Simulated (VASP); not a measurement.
A run of VASP 6.6.1 is set up as follows.

Contents of INCAR:

```
SYSTEM = CoO
PREC = Accurate
ENCUT = 520
EDIFF = 1E-6
ISMEAR = 0
SIGMA = 0.1
LREAL = .False.
LASPH = .True.
NELM = 150
ALGO = Normal
ISIF = 2
LWAVE = .False.
LCHARG = .False.
ISPIN = 2
MAGMOM = 2.63 0.34
LORBIT = 11
LMAXMIX = 4
GGA = PS
NBANDS = 18
```

File KPOINTS:

```
Automatic mesh
0
Gamma
  20 20 20
  0 0 0
```

File POSCAR:

```
CoO
1.0
   -1.4734932815      1.4734932815      2.0833044356
    1.4734932815     -1.4734932815      2.0833044356
    1.4734932815      1.4734932815     -2.0833044356
Co O
1 1
Direct
    0.0000000000      0.0000000000      0.0000000000
    0.5000000000      0.5000000000      0.0000000000
```

Potentials or basis: VASP PAW PBE potentials, release 64 (Co, O).

The run is started by

```bash
$ cat potpaw_PBE.64/Co/POTCAR potpaw_PBE.64/O/POTCAR > POTCAR
$ mpirun -np 1 vasp_std > vasp.out
```

**Question.** What does it give for the site moments?

**Answer.** Co +2.40; O +0.27 μB.

**Question.** Predict the net moment.

**Answer.** 2.71 μB per cell.

Caveat: a cell with one magnetic atom can't hold antiferromagnetic order, which such compounds often take.
